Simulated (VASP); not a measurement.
# Ir (C2/m) in VASP: single point with LDA

Aim: the single point of Ir with LDA.

All numbers are computed with VASP 6.6.1; they aren't measurements. Logs are shortened: lines on timing, memory, paths and dates and some standing lists are left out, and cuts for length are marked.

### 1 The cell of the first run

Symmetry: C2/m, No. 12, monoclinic system. The conventional cell has a = 4.214 Å, b = 2.695 Å, c = 2.709 Å, α = 90.00°, β = 117.15°, γ = 90.00°. Ir (site symmetry 2/m) has 12 Ir at 2.50 to 2.90 Å within 3.3 Å.

### 2 Single point, LDA (engineering shear strain xz -0.1467, engineering shear strain yz -0.1467)

INCAR

```
ALGO     = Normal         # electronic algorithm
EDIFF    = 1E-6           # SCF threshold, eV
ENCUT    = 560            # plane-wave cutoff, eV
GGA      = CA             # functional
GGA_COMPAT= False        
ISIF     = 2              # what is computed and relaxed
ISMEAR   = 0              # smearing method
LASPH    = True           # aspherical terms in the spheres
LCHARG   = False          # write CHGCAR
LREAL    = False          # projectors in reciprocal space
LWAVE    = False          # write WAVECAR
NBANDS   = 14             # bands
NELM     = 120            # most SCF steps
PREC     = Accurate       # precision mode
SIGMA    = 0.15           # smearing width, eV
```

KPOINTS

```
k-points
0
Gamma
  20 20 20
```

POSCAR

```
Ir
1.0
   -0.1397615342      1.7656445215      1.7656445215
    1.7656445215     -0.1397615342      1.7656445215
    1.9054060557      1.9054060557     -0.2795230684
Ir
1
Direct
    0.0000000000      0.0000000000      0.0000000000
```

Potentials or basis: VASP PAW LDA potentials, release 64 (Ir_sv_GW).

The run is started by

```sh
cat potpaw_LDA.64/Ir_sv_GW/POTCAR > POTCAR
mpirun -np 1 vasp_std > vasp.out
```

OUTCAR:

```text
EDIFF = 1E-6
   ENCUT = 560
   GGA = CA
   ISIF = 2
   ISMEAR = 0
   LASPH = True
   LREAL = False
   NELM = 120
   PREC = Accurate

 ion  position               nearest neighbor table
   1  0.000  0.000  0.000-

  LATTYP: Found a base centered monoclinic cell.
 ALAT       =     4.2139047547
 B/A-ratio  =     0.6394665382
 C/A-ratio  =     0.6428978047
 COS(beta)  =    -0.4562796828

  Lattice vectors:

 A1 = (   0.1397615342,  -1.7656445215,  -1.7656445215)
 A2 = (  -1.7656445215,   0.1397615342,  -1.7656445215)
 A3 = (   1.9054060557,   1.9054060557,  -0.2795230684)

Analysis of symmetry for initial positions (statically):
=====================================================================
 Subroutine PRICEL returns:
 Original cell was already a primitive cell.

 Routine SETGRP: Setting up the symmetry group for a
 base centered monoclinic supercell.

 Subroutine GETGRP returns: Found  4 space group operations
 (whereof  4 operations were pure point group operations)
 out of a pool of  4 trial point group operations.

The static configuration has the point symmetry C_2h.

Analysis of symmetry for dynamics (positions and initial velocities):
=====================================================================
 Subroutine PRICEL returns:
 Original cell was already a primitive cell.

 Routine SETGRP: Setting up the symmetry group for a
 base centered monoclinic supercell.

 Subroutine GETGRP returns: Found  4 space group operations
 (whereof  4 operations were pure point group operations)
 out of a pool of  4 trial point group operations.

The dynamic configuration has the point symmetry C_2h.

 Subroutine INISYM returns: Found  4 space group operations
 (whereof  4 operations are pure point group operations),
 and found     1 'primitive' translations

----------------------------------------------------------------------------------------

                                     Primitive cell

  volume of cell :      13.6866

  direct lattice vectors                    reciprocal lattice vectors
    -0.139761534  1.765644522  1.765644522    -0.242954024  0.281868492  0.265265634
     1.765644522 -0.139761534  1.765644522     0.281868492 -0.242954024  0.265265634
     1.905406056  1.905406056 -0.279523068     0.245808400  0.245808400 -0.226351166

  length of vectors
     2.500906723  2.500906723  2.709110116     0.456992737  0.456992737  0.414823323

  position of ions in fractional coordinates (direct lattice)
     0.000000000  0.000000000  0.000000000

  ion indices of the primitive-cell ions
   primitive index   ion index
                 1           1

----------------------------------------------------------------------------------------

 KPOINTS: k-points

Automatic generation of k-mesh.
 Grid dimensions read from file:
 generate k-points for:   20   20   20

 Generating k-lattice:

  Cartesian coordinates                     Fractional coordinates (reciprocal lattice)
    -0.012147701  0.014093425  0.013263282     0.050000000  0.000000000 -0.000000000
     0.014093425 -0.012147701  0.013263282     0.000000000  0.050000000 -0.000000000
     0.012290420  0.012290420 -0.011317558    -0.000000000 -0.000000000  0.050000000

  Length of vectors
     0.022849637  0.022849637  0.020741166

  Shift w.r.t. Gamma in fractional coordinates (k-lattice)
     0.000000000  0.000000000  0.000000000

 Subroutine IBZKPT returns following result:
 ===========================================

 Found   2112 irreducible k-points:

 Following reciprocal coordinates:
            Coordinates               Weight
  0.000000  0.000000  0.000000      1.000000
  0.050000  0.000000 -0.000000      4.000000
  0.100000  0.000000 -0.000000      4.000000
  0.150000 -0.000000 -0.000000      4.000000
  0.200000  0.000000 -0.000000      4.000000
  0.250000  0.000000 -0.000000      4.000000
[... 16 lines left out ...]
 -0.400000  0.050000  0.000000      4.000000
 -0.350000  0.050000 -0.000000      4.000000
 [... further k-points ...]
   k-points           NKPTS =   2112   k-points in BZ     NKDIM =   2112   number of bands    NBANDS=     14
   number of dos      NEDOS =    301   number of ions     NIONS =      1
   total plane-waves  NPLWV =   9600
   dimension x,y,z NGX =    20 NGY =   20 NGZ =   24
   dimension x,y,z NGXF=    40 NGYF=   40 NGZF=   48
   ions per type =               1
   NGX,Y,Z   is equivalent  to a cutoff of  13.29, 13.29, 14.73 a.u.
   NGXF,Y,Z  is equivalent  to a cutoff of  26.59, 26.59, 29.46 a.u.
 SYSTEM =  unknown system
   PREC   = accura    normal or accurate (medium, high low for compatibility)
   ISTART =      0    job   : 0-new  1-cont  2-samecut
   ICHARG =      2    charge: 1-file 2-atom 10-const
   ISPIN  =      1    spin polarized calculation?
   LNONCOLLINEAR =      F non collinear calculations
   LSORBIT =      F    spin-orbit coupling
   LASPH  =      T    aspherical Exc in radial PAW
   ENCUT  =  560.0 eV  41.16 Ry    6.42 a.u.   4.83  4.83  5.23*2*pi/ulx,y,z
   NELM   =    120;   NELMIN=  2; NELMDL= -5     # of ELM steps
   EDIFF  = 0.1E-05   stopping-criterion for ELM
   LREAL  =      F    real-space projection
   EDIFFG = 0.1E-04   stopping-criterion for IOM
   NSW    =      0    number of steps for IOM
   IBRION =     -1    ionic relax: 0-MD 1-quasi-New 2-CG
   NFREE  =      0    steps in history (QN), initial steepest desc. (CG)
   ISIF   =      2    stress and relaxation
   ISYM   =      2    0-nonsym 1-usesym 2-fastsym
   POTIM  = 0.5000    time-step for ionic-motion
   TEBEG  =    0.0;   TEEND  =   0.0 temperature during run
   PSTRESS=    0.0 pullay stress
   NELECT =      17.0000    total number of electrons
   NUPDOWN=      -1.0000    fix difference up-down
   EMIN   =  10.00;   EMAX   =-10.00  energy-range for DOS
   EFERMI =   0.00;   METHOD = LEGACY
   ISMEAR =     0;   SIGMA  =   0.15  broadening in eV -4-tet -1-fermi 0-gaus
   EFERMI_NEDOS =   21; number of points for ismear=-14 and -15
   IALGO  =     38    algorithm
   IMIX   =      4    mixing-type and parameters
     AMIX     =   0.40;   BMIX     =  1.00
     AMIX_MAG =   1.60;   BMIX_MAG =  1.00
  volume/ion in A,a.u.               =      13.69        92.36
  Fermi-wavevector in a.u.,A,eV,Ry     =   1.759786  3.325513 42.135142  3.096846
  Thomas-Fermi vector in A             =   2.828680
   LORBIT       =      0    0 simple, 1 ext, 2 COOP (PROOUT), +10 PAW based schemes
   GGA     = CA    functional components
   LHFCALC =     F    Hartree Fock is set to
   AEXX    =    0.0000 exact exchange contribution
   IVDW    =     0    specifies the selected vdW correction
   LEPSILON=     F    determine dielectric tensor
   LRPA    =     F    only Hartree local field effects (RPA)
 non-spin polarized calculation
 Gauss-broadening in eV      SIGMA  =   0.15
  energy-cutoff  :      560.00
  volume of cell :       13.69
 maximum number of plane-waves:       422
   NGX =  9   NGY =  9   NGZ = 11

 number of electron      17.0000000 magnetization

 Free energy of the ion-electron system (eV)
  ---------------------------------------------------
  ext. energy  EPLUGINS =         0.00000000
  ---------------------------------------------------
  free energy    TOTEN  =       -10.37429701 eV

  energy without entropy =      -10.36214417  energy(sigma->0) =      -10.36822059

 E-fermi :  13.1671     XC(G=0): -14.9583

 val. band max:       13.1650155678   @ k =  -0.4500   0.1000   0.1500
 cond. band min:      13.1671468162   @ k =  -0.2000  -0.2000   0.0500
 fundamental gap:      0.0021312484
 Fermi energy:        13.1671284226

 k-point     1 :       0.0000    0.0000    0.0000
  band No.  band energies     occupation
      1     -79.3056      2.00000
      2     -36.0018      2.00000
      3     -35.8820      2.00000
      4     -35.7887      2.00000
      5       1.8882      2.00000
      6       7.5875      2.00000
      7       8.2774      2.00000
      8      10.8931      2.00000
      9      12.6634      2.00000
     10      12.6668      2.00000
     11      26.4640      0.00000
     12      30.0694      0.00000
     13      32.7952      0.00000
     14      36.4849      0.00000

 k-point     2 :       0.0500    0.0000   -0.0000
  band No.  band energies     occupation
      1     -79.3033      2.00000
      2     -36.0026      2.00000
      3     -35.9016      2.00000
      4     -35.8021      2.00000
      5       2.0086      2.00000
      6       7.6351      2.00000
      7       8.2788      2.00000
      8      10.9058      2.00000
      9      12.5822      2.00000
     10      12.6290      2.00000
     11      26.6822      0.00000
     12      30.2158      0.00000
     13      32.5205      0.00000
     14      36.3486      0.00000

 k-point     3 :       0.1000    0.0000   -0.0000
  band No.  band energies     occupation
      1     -79.2958      2.00000
      2     -36.0108      2.00000
      3     -35.9646      2.00000
      4     -35.8271      2.00000
      5       2.3574      2.00000
      6       7.7662      2.00000
      7       8.2724      2.00000
      8      10.9741      2.00000
      9      12.3654      2.00000
     10      12.5310      2.00000
     11      27.2839      0.00000
     12      30.3384      0.00000
     13      32.1469      0.00000
     14      36.4729      0.00000

 k-point     4 :       0.1500   -0.0000   -0.0000
  band No.  band energies     occupation
      1     -79.2845      2.00000
      2     -36.1088      2.00000
      3     -35.9923      2.00000
      4     -35.8507      2.00000
      5       2.8944      2.00000
      6       7.9289      2.00000
      7       8.2662      2.00000
      8      11.1512      2.00000
      9      12.0987      2.00000
     10      12.4056      2.00000
     11      28.0585      0.00000
     12      29.7144      0.00000
     13      32.7302      0.00000
     14      37.0030      0.00000

 k-point     5 :       0.2000    0.0000   -0.0000
  band No.  band energies     occupation
      1     -79.2704      2.00000
      2     -36.2699      2.00000
      3     -35.9935      2.00000
      4     -35.8745      2.00000
      5       3.5397      2.00000
      6       7.9889      2.00000
      7       8.3857      2.00000
      8      11.4068      2.00000
      9      11.8914      2.00000
     10      12.3509      2.00000
     11      27.9947      0.00000
[... 276 lines left out ...]
 k-point    22 :      -0.4500    0.0500    0.0000
  band No.  band energies     occupation
      1     -79.2035      2.00000
      2     -36.9910      2.00000
      3     -36.0010      2.00000
      4     -35.9858      2.00000
      5       4.9258      2.00000
      6       7.6738      2.00000
      7      10.9605      2.00000
      8      11.7860      2.00000
      9      13.2290      0.55966
     10      15.0744      0.00000
     11      21.7400      0.00000
     12      27.1546      0.00000
     13      30.7604      0.00000
     14      34.9047      0.00000

 k-point    23 :      -0.4000    0.0500    0.0000
  band No.  band energies     occupation
      1     -79.2096      2.00000
      2     -36.9236      2.00000
      3     -36.0007      2.00000
      4     -35.9821      2.00000
      5       4.9374      2.00000
      6       7.7700      2.00000
      7      10.9065      2.00000
      8      11.1878      2.00000
      9      13.0120      1.85647
     10      14.7061      0.00000
     11      22.5292      0.00000
     12      27.6177      0.00000
     13      31.2767      0.00000
     14      35.7415      0.00000

 k-point    24 :      -0.3500    0.0500   -0.0000
  band No.  band energies     occupation
      1     -79.2201      2.00000
      2     -36.8105      2.00000
      3     -35.9973      2.00000
      4     -35.9748      2.00000
      5       4.9214      2.00000
      6       7.8896      2.00000
      7      10.1534      2.00000
      8      11.1319      2.00000
      9      12.5204      2.00000
     10      14.2256      0.00000
     11      23.7652      0.00000
     12      28.3543      0.00000
     13      32.2392      0.00000
     14      36.9790      0.00000

 [... further k-points ...]

------------------------ aborting loop because EDIFF is reached ----------------------------------------

  FORCE on cell =-STRESS in cart. coord.  units (eV):
  Direction    XX          YY          ZZ          XY          YZ          ZX
  --------------------------------------------------------------------------------------
  -------------------------------------------------------------------------------------
  Total        1.4172166      1.4172166      3.0071353      0.1342314      3.3039785      3.3039784
  in kB      165.9024225    165.9024225    352.0217128     15.7134149    386.7708163    386.7708072
  external PRESSURE =     227.9421859 kB  Pullay stress =       0.0000000 kB

 VOLUME and BASIS-vectors are now :
 -----------------------------------------------------------------------------
  energy-cutoff  :      560.00
  volume of cell :       13.69
      direct lattice vectors                 reciprocal lattice vectors
    -0.139761534  1.765644522  1.765644522    -0.242954024  0.281868492  0.265265634
     1.765644522 -0.139761534  1.765644522     0.281868492 -0.242954024  0.265265634
     1.905406056  1.905406056 -0.279523068     0.245808400  0.245808400 -0.226351166

 POSITION                                       TOTAL-FORCE (eV/Angst)
 -----------------------------------------------------------------------------------
      0.00000      0.00000      0.00000         0.000000      0.000000     -0.000000
 -----------------------------------------------------------------------------------
    total drift:                                0.000000     -0.000000     -0.000000

  FREE ENERGIE OF THE ION-ELECTRON SYSTEM (eV)
  ---------------------------------------------------
  free  energy   TOTEN  =       -10.3742970053 eV

  energy  without entropy=      -10.3621441658  energy(sigma->0) =      -10.36822059
```

Run time: 4.1 min. Hardware: 1 thread of AMD EPYC 7R13 (Zen 3), shared host; peak memory 0.5 GiB.

What came out:

* Free energy: -10.3743 eV
* Pressure: 22.8 GPa
* Band gap on the k mesh: zero (an odd number of electrons rules out a gap without spin polarisation)

Caveat: the cell differs from its parent crystal (engineering shear strain xz -0.1467, engineering shear strain yz -0.1467); the stress differs along the axes, from 17 to 35 GPa; spin-orbit coupling is left out, which moves the levels of the heavy elements.
